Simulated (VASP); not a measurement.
Runs of VASP 6.6.1 on Ga3Ir2. The structure is that of space group Pm-3m (No. 221), or close to it. The cells are those of the table. The cell was built from a structure type or drawn by symmetry, and may not be a known phase.

```tsv
task	cell	k mesh	cutoff (eV)	gap on the mesh (eV)	pressure (GPa)	relaxed volume (Å³/atom)
single point	a = 4.687 Å, 5 atoms	4 × 4 × 4	520	none	(a)	-
relaxation of cell and atoms	relaxed from a = 4.592 Å, 5 atoms	4 × 4 × 4	600	none	-0.1	20.62
single point	a = 4.592 Å, 5 atoms	4 × 4 × 4	520	none	6.9	-
single point	a = 4.686 Å, 5 atoms	8 × 8 × 8	520	none	0.2	-
relaxation of cell and atoms	relaxed from a = 4.687 Å, 5 atoms	8 × 8 × 8	600	none	0.0	20.62
```

Alike in all rows: level PBE; potentials or basis VASP PAW PBE potentials, release 64 (Ga_d, Ir); no spin polarisation; smearing gaussian 0.1 eV.

Q: Estimate the missing entries.

A: (a) 0.1.

Caveats: spin-orbit coupling is left out, which moves the levels of the heavy elements; the cell stands under pressure (at least some runs).

A k mesh can miss the band edges, and the runs leave out spin-orbit coupling on Ga, Ir.

A gap of «none» marks levels without a gap at the run's occupations.
